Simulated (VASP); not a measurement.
Write the native input for VASP 6.6.1 that does the following.

* Task: relaxation of cell and atoms
* Functional: PBEsol
* Dispersion: D4
* Potentials or basis: VASP PAW PBE potentials, release 64 (Ta_pv)
* Cutoff: 600 eV
* k mesh: 11 × 11 × 11
* Occupations: fermi-dirac, width 0.05 eV
* Spin: no spin polarisation
* Dipole correction: no
* Further INCAR settings: ALGO = Fast; EDIFF = 1e-06; IBRION = 2; EDIFFG = -0.01; NSW = 60; ISIF = 3

The structure of Ta lies in POSCAR:

```
Ta
1.0
   -1.6512800000      1.6512800000      1.6512800000
    1.6512800000     -1.6512800000      1.6512800000
    1.6512800000      1.6512800000     -1.6512800000
Ta
1
Direct
    0.0000000000      0.0000000000      0.0000000000
```

These files were run (other wordings do the same):

INCAR

```
  ALGO = Fast
  EDIFF = 1E-6
  EDIFFG = -0.01
  ENCUT = 600
  GGA = PS
  IBRION = 2
  ISIF = 3
  ISMEAR = -1
  IVDW = 13
  LASPH = True
  LCHARG = False
  LREAL = False
  LWAVE = False
  NELM = 80
  NSW = 60
  PREC = Accurate
  SIGMA = 0.05
```

KPOINTS

```
k-points
0
Gamma
  11 11 11
```

Potentials or basis: VASP PAW PBE potentials, release 64 (Ta_pv).

Run with:

```console
$ cat potpaw_PBE.64/Ta_pv/POTCAR > POTCAR
$ mpirun -np 1 vasp_std > vasp.out
```

It gave:

| Property | Result |
| --- | --- |
| Relaxed volume | 17.51 Å³/atom |
| Relaxed cell | a = 2.834 Å, b = 2.834 Å, c = 2.834 Å, α = 109.47°, β = 109.47°, γ = 109.47° |
| Space group after relaxing (to 0.05 Å) | Im-3m (No. 229) |
| Energy gained by relaxing | 9.1 meV/atom |
| Ionic steps | 4 |
| Pressure after relaxing | 0.0 GPa |
| Dispersion energy per atom | -0.191 eV |

Caveat: the PAW data sets were made with another functional, which shifts forces and pressure a little; pairwise dispersion overbinds metals, which lowers pressure and volume.

Run time: 12 s on 1 thread of Intel(R) Xeon(R) 6975P-C (Granite Rapids) (shared host), peak memory 0.15 GiB.
